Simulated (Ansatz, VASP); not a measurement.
**SnTe in VASP and in Ansatz**

```xyz
2
Lattice="0.0000 2.8916 2.8916 2.8916 0.0000 2.8916 2.8916 2.8916 0.0000" Properties=species:S:1:pos:R:3 pbc="T T T"
Sn    0.0000    0.0000    0.0000
Te    2.8916    2.8916    2.8916
```

Alike in both runs: task relaxation of cell and atoms; functional LDA; k mesh 13 × 13 × 13; occupations fermi-dirac, width 0.08 eV; no spin polarisation.

```csv
,VASP,Ansatz
version,VASP 6.6.1,Ansatz 0.2.0
potentials or method,"VASP PAW LDA potentials, release 64 (Sn_d, Te)","PAW with Ansatz's default frozen-core files, scalar-relativistic"
plane-wave cutoff (eV),600,420
valence electrons in the cell,20,30
```

Ansatz gave:

```
relaxed volume (Å³/atom)                                                      : 30.30
relaxed length of the cell vector where the two differ most in proportion (Å) : 4.409
```

Task: Estimate VASP's values.

Result: Relaxed volume (Å³/atom): 30.37; relaxed length of the cell vector where the two differ most in proportion (Å): 4.412.

LDA's correlation is that of Perdew and Zunger in VASP and of Perdew and Wang (1992) in Ansatz. VASP's potentials hold 20 valence electrons a cell and Ansatz's 30, so a difference there can come from the potentials and not from the codes.

Spin-orbit coupling is off throughout. Noted on VASP's run: the volume moved by over 15 % at a fixed basis, so the end points are rough.
